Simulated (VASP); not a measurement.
# Cu3O2 (I4/mmm) in VASP: notebook, part 2 of 2

VASP 6.6.1. The steps go on from the part before.

### Step 5. Single point, PBEsol

This run uses another cell than the first one, of 11.91 Å³/atom, 0.990 times its volume.

Contents of INCAR:

```
SYSTEM = Cu3O2
  ALGO = Normal
  EDIFF = 1E-6
  ENCUT = 520
  GGA = PS
  ISIF = 2
  ISMEAR = -1
  LASPH = .True.
  LCHARG = .False.
  LREAL = .False.
  LWAVE = .False.
  NBANDS = 30
  NELM = 80
  PREC = Accurate
  SIGMA = 0.05
```

Contents of KPOINTS:

```
k-points
0
Gamma
  8 8 8
  0 0 0
```

Contents of POSCAR:

```
Cu3O2
1.0
   -2.0229820000      2.0229820000      3.6368808300
    2.0229820000     -2.0229820000      3.6368808300
    2.0229820000      2.0229820000     -3.6368808300
Cu O
3 2
Direct
    0.0000000000      0.0000000000      0.0000000000
    0.7500000000      0.2500000000      0.5000000000
    0.2500000000      0.7500000000      0.5000000000
    0.5000000000      0.0000000000      0.5000000000
    0.0000000000      0.5000000000      0.5000000000
```

Potentials or basis: VASP PAW PBE potentials, release 64 (Cu, O).

Launch:

```
cat potpaw_PBE.64/Cu/POTCAR potpaw_PBE.64/O/POTCAR > POTCAR
mpirun -np 1 vasp_std > vasp.out
```

OUTCAR:

```text
SYSTEM = Cu3O2
   EDIFF = 1E-6
   ENCUT = 520
   GGA = PS
   ISIF = 2
   ISMEAR = -1
   LASPH = .True.
   LREAL = .False.
   NELM = 80
   PREC = Accurate

 ion  position               nearest neighbor table
   1  0.000  0.000  0.000-   4 2.02   5 2.02   5 2.02   4 2.02   2 2.72   3 2.72   2 2.72   3 2.72
                             2 2.72   2 2.72   3 2.72   3 2.72
   2  0.750  0.250  0.500-   4 1.82   5 1.82   1 2.72   1 2.72   1 2.72   1 2.72
   3  0.250  0.750  0.500-   4 1.82   5 1.82   1 2.72   1 2.72   1 2.72   1 2.72
   4  0.500  0.000  0.500-   2 1.82   3 1.82   1 2.02   1 2.02
   5  0.000  0.500  0.500-   2 1.82   3 1.82   1 2.02   1 2.02

  LATTYP: Found a body centered tetragonal cell.
 ALAT       =     4.0459640000
 C/A-ratio  =     1.7977821009

  Lattice vectors:

 A1 = (  -2.0229820000,   2.0229820000,   3.6368808300)
 A2 = (   2.0229820000,  -2.0229820000,   3.6368808300)
 A3 = (   2.0229820000,   2.0229820000,  -3.6368808300)

Analysis of symmetry for initial positions (statically):
=====================================================================
 Subroutine PRICEL returns:
 Original cell was already a primitive cell.

 Routine SETGRP: Setting up the symmetry group for a
 body centered tetragonal supercell.

 Subroutine GETGRP returns: Found 16 space group operations
 (whereof 16 operations were pure point group operations)
 out of a pool of 16 trial point group operations.

The static configuration has the point symmetry D_4h.

Analysis of symmetry for dynamics (positions and initial velocities):
=====================================================================
 Subroutine PRICEL returns:
 Original cell was already a primitive cell.

 Routine SETGRP: Setting up the symmetry group for a
 body centered tetragonal supercell.

 Subroutine GETGRP returns: Found 16 space group operations
 (whereof 16 operations were pure point group operations)
[... 127 lines left out ...]
     AMIX     =   0.40;   BMIX     =  1.00
     AMIX_MAG =   1.60;   BMIX_MAG =  1.00
  volume/ion in A,a.u.               =      11.91        80.35
  Fermi-wavevector in a.u.,A,eV,Ry     =   1.491264  2.818081 30.257580  2.223869
  Thomas-Fermi vector in A             =   2.603941
   LORBIT       =      0    0 simple, 1 ext, 2 COOP (PROOUT), +10 PAW based schemes
   GGA     = PS    functional components
   LHFCALC =     F    Hartree Fock is set to
   AEXX    =    0.0000 exact exchange contribution
   IVDW    =     0    specifies the selected vdW correction
   LEPSILON=     F    determine dielectric tensor
   LRPA    =     F    only Hartree local field effects (RPA)
 non-spin polarized calculation
  energy-cutoff  :      520.00
  volume of cell :       59.54
 maximum number of plane-waves:      1637
 NGX is ok and might be reduce to    36
   NGX = 17   NGY = 17   NGZ = 17

 number of electron      45.0000014 magnetization

 Free energy of the ion-electron system (eV)
  ---------------------------------------------------
  ext. energy  EPLUGINS =         0.00000000
  ---------------------------------------------------
  free energy    TOTEN  =       -24.96860859 eV

  energy without entropy =      -24.94857277  energy(sigma->0) =      -24.95859068

 E-fermi :   4.3152     XC(G=0): -11.4647

 val. band max:        4.2975326458   @ k =  -0.1250  -0.2500   0.1250
 cond. band min:       4.3445307484   @ k =   0.1250   0.1250   0.1250
 fundamental gap:      0.0469981026
 Fermi energy:         4.3152435976

 k-point     1 :       0.0000    0.0000    0.0000
  band No.  band energies     occupation
      1     -14.8648      2.00000
      2     -13.5879      2.00000
      3      -2.4579      2.00000
      4      -1.3727      2.00000
      5      -1.3727      2.00000
      6      -0.7668      2.00000
[... 781 lines left out ...]
     29      14.3078      0.00000
     30      16.8307      0.00000

 [... further k-points ...]

------------------------ aborting loop because EDIFF is reached ----------------------------------------

  FORCE on cell =-STRESS in cart. coord.  units (eV):
  Direction    XX          YY          ZZ          XY          YZ          ZX
  --------------------------------------------------------------------------------------
  -------------------------------------------------------------------------------------
  Total       -1.3392074     -1.3392074     -0.9098585      0.0000000      0.0000000      0.0000000
  in kB      -36.0400438    -36.0400438    -24.4856344      0.0000000      0.0000000      0.0000000
  external PRESSURE =     -32.1885740 kB  Pullay stress =       0.0000000 kB

 VOLUME and BASIS-vectors are now :
 -----------------------------------------------------------------------------
  energy-cutoff  :      520.00
  volume of cell :       59.54
      direct lattice vectors                 reciprocal lattice vectors
    -2.022982000  2.022982000  3.636880830     0.000000000  0.247159886  0.137480446
     2.022982000 -2.022982000  3.636880830     0.247159886  0.000000000  0.137480446
     2.022982000  2.022982000 -3.636880830     0.247159886  0.247159886  0.000000000

 POSITION                                       TOTAL-FORCE (eV/Angst)
 -----------------------------------------------------------------------------------
      0.00000      0.00000      0.00000         0.000000     -0.000000      0.000000
      0.00000      2.02298      1.81844         0.000000      0.000000      0.000000
      2.02298      0.00000      1.81844        -0.000000     -0.000000     -0.000000
      0.00000      2.02298      0.00000         0.000000     -0.000000      0.000000
      2.02298      0.00000      0.00000         0.000000     -0.000000      0.000000
 -----------------------------------------------------------------------------------
    total drift:                                0.000000      0.000000      0.000000

  FREE ENERGIE OF THE ION-ELECTRON SYSTEM (eV)
  ---------------------------------------------------
  free  energy   TOTEN  =       -24.9686085901 eV

  energy  without entropy=      -24.9485727665  energy(sigma->0) =      -24.95859068
```

Wall time 96 s (1 thread of Intel Xeon Platinum 8488C (Sapphire Rapids), shared host); peak memory 0.25 GiB.

Results:

| Quantity | Value |
| --- | --- |
| Free energy | -24.9686 eV |
| Pressure | -3.2 GPa |

Caveat: the PAW data sets were made with another functional, which shifts forces and pressure a little; an odd number of electrons without spin polarisation forces a metal; a magnetic or distorted state may lie lower.

### Step 6. Single point, PBEsol

This run uses another cell than the first one, of 12.15 Å³/atom, 1.010 times its volume.

Contents of INCAR:

```
SYSTEM = Cu3O2
  ALGO = Normal
  EDIFF = 1E-6
  ENCUT = 520
  GGA = PS
  ISIF = 2
  ISMEAR = -1
  LASPH = .TRUE.
  LCHARG = .FALSE.
  LREAL = .FALSE.
  LWAVE = .FALSE.
  NBANDS = 30
  NELM = 100
  PREC = Accurate
  SIGMA = 0.05
```

Contents of KPOINTS:

```
k-points
0
G
  8 8 8
  0 0 0
```

POSCAR: that of step 5 with these lines changed.

```diff
@@ -2,5 +2,5 @@
 1.0
-   -2.0229820000      2.0229820000      3.6368808300
-    2.0229820000     -2.0229820000      3.6368808300
-    2.0229820000      2.0229820000     -3.6368808300
+   -2.0229820000      2.0229820000      3.7103531700
+    2.0229820000     -2.0229820000      3.7103531700
+    2.0229820000      2.0229820000     -3.7103531700
 Cu O
```

Potentials or basis: VASP PAW PBE potentials, release 64 (Cu, O).

Launch:

```
cat potpaw_PBE.64/Cu/POTCAR potpaw_PBE.64/O/POTCAR > POTCAR
mpirun -np 1 vasp_std > vasp.out
```

OUTCAR:

```text
SYSTEM = Cu3O2
   EDIFF = 1E-6
   ENCUT = 520
   GGA = PS
   ISIF = 2
   ISMEAR = -1
   LASPH = .TRUE.
   LREAL = .FALSE.
   NELM = 100
   PREC = Accurate

 ion  position               nearest neighbor table
   1  0.000  0.000  0.000-   4 2.02   5 2.02   5 2.02   4 2.02   2 2.74   3 2.74   2 2.74   3 2.74
                             2 2.74   2 2.74   3 2.74   3 2.74
   2  0.750  0.250  0.500-   4 1.86   5 1.86   1 2.74   1 2.74   1 2.74   1 2.74
[... 998 lines left out ...]
  --------------------------------------------------------------------------------------
  -------------------------------------------------------------------------------------
  Total       -1.9267273     -1.9267273     -4.5707391      0.0000000      0.0000000      0.0000000
  in kB      -50.8243187    -50.8243187   -120.5695774      0.0000000      0.0000000      0.0000000
  external PRESSURE =     -74.0727382 kB  Pullay stress =       0.0000000 kB

 VOLUME and BASIS-vectors are now :
 -----------------------------------------------------------------------------
  energy-cutoff  :      520.00
  volume of cell :       60.74
      direct lattice vectors                 reciprocal lattice vectors
    -2.022982000  2.022982000  3.710353170     0.000000000  0.247159886  0.134758061
     2.022982000 -2.022982000  3.710353170     0.247159886  0.000000000  0.134758061
     2.022982000  2.022982000 -3.710353170     0.247159886  0.247159886  0.000000000

 POSITION                                       TOTAL-FORCE (eV/Angst)
 -----------------------------------------------------------------------------------
      0.00000      0.00000      0.00000         0.000000      0.000000      0.000000
      0.00000      2.02298      1.85518        -0.000000     -0.000000      0.000000
      2.02298      0.00000      1.85518        -0.000000      0.000000     -0.000000
      0.00000      2.02298      0.00000         0.000000      0.000000      0.000000
      2.02298      0.00000      0.00000         0.000000      0.000000      0.000000
 -----------------------------------------------------------------------------------
    total drift:                                0.000000      0.000000      0.000000

  FREE ENERGIE OF THE ION-ELECTRON SYSTEM (eV)
  ---------------------------------------------------
  free  energy   TOTEN  =       -24.9141702644 eV

  energy  without entropy=      -24.8946266753  energy(sigma->0) =      -24.90439847
```

stdout:

```text
POSCAR found type information on POSCAR CuO
 POSCAR found :  2 types and       5 ions
 scaLAPACK will be used
 -----------------------------------------------------------------------------
|                                                                             |
|                                                                             |
|     You enforced a specific xc type in the INCAR file but a different       |
|     I HOPE YOU KNOW WHAT YOU ARE DOING!                                     |
|                                                                             |
 -----------------------------------------------------------------------------

 LDA part: xc-table for (Slater+PW92), standard interpolation
 POSCAR, INCAR and KPOINTS ok, starting setup
 FFT: planning ... GRIDC
 FFT: planning ... GRID_SOFT
 FFT: planning ... GRID
 WAVECAR not read
 entering main loop
```

Wall time 94 s (1 thread of Intel Xeon Platinum 8488C (Sapphire Rapids), shared host); peak memory 0.25 GiB.

Results:

```
Free energy : -24.9142 eV
Pressure    : -7.4 GPa
```

Levels at points of the mesh, in eV from the Fermi level:
```csv
k point,band 19,band 20,band 21,band 22,band 23,band 24,band 25,band 26,band 27,band 28
"(0.00, 0.00, 0.00)",-1.58,-1.41,-0.76,-0.76,0.38,0.39,5.15,5.15,6.84,7.21
"(0.50, 0.00, 0.00)",-1.45,-1.26,-0.86,-0.51,-0.20,2.76,3.15,8.08,8.11,8.13
"(0.50, 0.50, 0.00)",-1.46,-0.44,-0.38,-0.21,0.53,1.30,3.52,3.61,7.44,9.21
"(0.50, 0.50, 0.50)",-1.67,-1.41,-1.26,-0.28,-0.28,3.24,4.52,6.26,6.26,7.31
```

Caveat: the PAW data sets were made with another functional, which shifts forces and pressure a little; an odd number of electrons without spin polarisation forces a metal; a magnetic or distorted state may lie lower. With open d or f shells a metallic result of PBEsol can be an artefact of self-interaction; +U or a hybrid may open a gap.

### Step 7. Overview

| level | potentials or basis | cell | k mesh | cutoff (eV) | second run | gap on the mesh (eV) | pressure (GPa) |
| --- | --- | --- | --- | --- | --- | --- | --- |
| PBE | VASP PAW PBE potentials, release 64 (Cu_sv_GW, O) | a = 4.656 Å, angles 128.5, 128.5, 75.8°, 5 atoms | 9 × 9 × 9 | 700 | valence_matched | none | -2.3 |
| PBEsol | VASP PAW PBE potentials, release 64 (Cu, O) | a = 4.541 Å, angles 127.1, 127.1, 78.1°, 5 atoms | 8 × 8 × 8 | 520 | - | none | 4.8 |
| PBEsol | VASP PAW PBE potentials, release 64 (Cu, O) | a = 4.598 Å, angles 127.8, 127.8, 76.9°, 5 atoms | 8 × 8 × 8 | 520 | - | none | -0.8 |
| PBEsol | VASP PAW PBE potentials, release 64 (Cu, O) | a = 4.627 Å, angles 128.2, 128.2, 76.4°, 5 atoms | 8 × 8 × 8 | 520 | - | none | -3.2 |
| PBEsol | VASP PAW PBE potentials, release 64 (Cu, O) | a = 4.685 Å, angles 128.8, 128.8, 75.3°, 5 atoms | 8 × 8 × 8 | 520 | - | none | -7.4 |

Alike in all rows: task single point; no spin polarisation; smearing fermi-dirac 0.05 eV.

Caveats: an odd number of electrons without spin polarisation forces a metal; a magnetic or distorted state may lie lower; the PAW data sets were made with another functional, which shifts forces and pressure a little (some runs).

Total energies depend on the potentials used, so only differences within one code and one set of settings carry meaning.
